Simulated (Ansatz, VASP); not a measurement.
**Hf in VASP and in Ansatz**

The input INCAR:

```
  PREC = Accurate
  ENCUT = 520
  EDIFF = 1E-7
  ISMEAR = 0
  SIGMA = 0.15
  LREAL = False
  LASPH = True
  NELM = 60
  ALGO = Fast
  ISIF = 2
  LWAVE = False
  LCHARG = False
  GGA = PS
  NBANDS = 17
```

File KPOINTS:

```
regular mesh
0
Gamma
  18 18 10
```

The input POSCAR:

```
Hf
1.0
    3.2393000000      0.0000000000      0.0000000000
   -1.6196500000      2.8053160905      0.0000000000
    0.0000000000      0.0000000000      5.5958000000
Hf
2
Direct
    0.3333333333      0.6666666667      0.2500000000
    0.6666666667      0.3333333333      0.7500000000
```

Input for Ansatz:

```yaml
crystal:
  lattice:
    - [3.2393, 0.0, 0.0]
    - [-1.61965, 2.8053160905, 0.0]
    - [0.0, 0.0, 5.5958]
  atoms:
    - { symbol: Hf, position: [0.3333333333, 0.6666666667, 0.25] }
    - { symbol: Hf, position: [0.6666666667, 0.3333333333, 0.75] }
basis:
  ecutwfc: 420
kpoints:
  mp_grid: { grid: [18, 18, 10] }
hamiltonian:
  xc: pbesol
  pseudopotentials: { kind: paw }
scf:
  occupations: { method: gaussian, width: 0.15 }
output:
  forces: true
  stress: true
  eigenvalues: true
```

Alike in both runs: task single point; functional PBEsol; k mesh 18 × 18 × 10; occupations gaussian, width 0.15 eV; no spin polarisation.

|  | VASP | Ansatz |
| --- | --- | --- |
| version | VASP 6.6.1 | Ansatz 0.2.0 |
| potentials or method | VASP PAW PBE potentials, release 64 (Hf_pv), cutoff 520 eV | scalar-relativistic, plane waves, PAW |
| valence electrons in the cell | 20 | 52 |

|  | VASP | Ansatz | Ansatz less VASP |
| --- | --- | --- | --- |
| gap on the k mesh at the Fermi level (eV) | none | none | - |
| pressure (GPa) | -14.2 | -13.8 | +0.36 |
| traceless stress, the component that is largest in VASP (GPa) | -5.29 | -5.31 | -0.019 |

VASP's potentials were made for PBE, not for PBEsol. A gap of «none» marks a metal or a gap that the smearing closes. VASP's potentials hold 20 valence electrons a cell and Ansatz's 52, so a difference there can come from the potentials and not from the codes.

Spin-orbit coupling is off throughout.
